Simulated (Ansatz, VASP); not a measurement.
# Li2Se in VASP and in Ansatz

Contents of INCAR:

```
SYSTEM = Li2Se
  PREC = Accurate
  ENCUT = 650
  EDIFF = 1E-8
  ISMEAR = -1
  SIGMA = 0.03
  LREAL = .False.
  LASPH = .True.
  NELM = 120
  ALGO = Normal
  ISIF = 2
  LWAVE = .False.
  LCHARG = .False.
  GGA = CA
  LEFG = .True.
  NBANDS = 13
  GGA_COMPAT = .False.
```

The input KPOINTS:

```
Automatic mesh
0
Gamma
  9 9 9
  0 0 0
```

Contents of POSCAR:

```
Li2Se
1.0
    0.0000000000      3.0420111100      3.0420111100
    3.0420111100      0.0000000000      3.0420111100
    3.0420111100      3.0420111100      0.0000000000
Li Se
2 1
Direct
    0.2500000000      0.2500000000      0.2500000000
    0.7500000000      0.7500000000      0.7500000000
    0.0000000000      0.0000000000      0.0000000000
```

Input for Ansatz:

```yaml
crystal:
  lattice:
    - [0.0, 3.04201111, 3.04201111]
    - [3.04201111, 0.0, 3.04201111]
    - [3.04201111, 3.04201111, 0.0]
  atoms:
    - { symbol: Li, position: [0.25, 0.25, 0.25] }
    - { symbol: Li, position: [0.75, 0.75, 0.75] }
    - { symbol: Se, position: [0.0, 0.0, 0.0] }
kpoints:
  mp_grid: { grid: [9, 9, 9] }
scf:
  occupations: { method: fermi_dirac, width: 0.03 }
hamiltonian:
  xc: lda
  pseudopotentials: { kind: all_electron, datasets: crystal }
output:
  forces: true
  stress: true
  eigenvalues: true
  efg: { contact_densities: true }
```

Change from the starting cell: volume scaled by 1.04, crystal datasets.

Alike in both runs: task electric field gradients; functional LDA; k mesh 9 × 9 × 9; occupations fermi-dirac, width 0.03 eV; no spin polarisation.

|  | VASP | Ansatz |
| --- | --- | --- |
| version | VASP 6.6.1 | Ansatz 0.2.0 |
| potentials or method | VASP PAW LDA potentials, release 64 (Li_sv, Se), cutoff 650 eV | all-electron PAW with datasets made for the crystal, scalar-relativistic |

VASP gave:

* gap on the k mesh at the Fermi level (eV): 2.91
* pressure (GPa): -3.7

Estimate Ansatz's values.

gap on the k mesh at the Fermi level (eV): 2.92; pressure (GPa): -3.6.

LDA's correlation is that of Perdew and Zunger in VASP and of Perdew and Wang (1992) in Ansatz. Ansatz ran all-electron here, and VASP with PAW potentials.
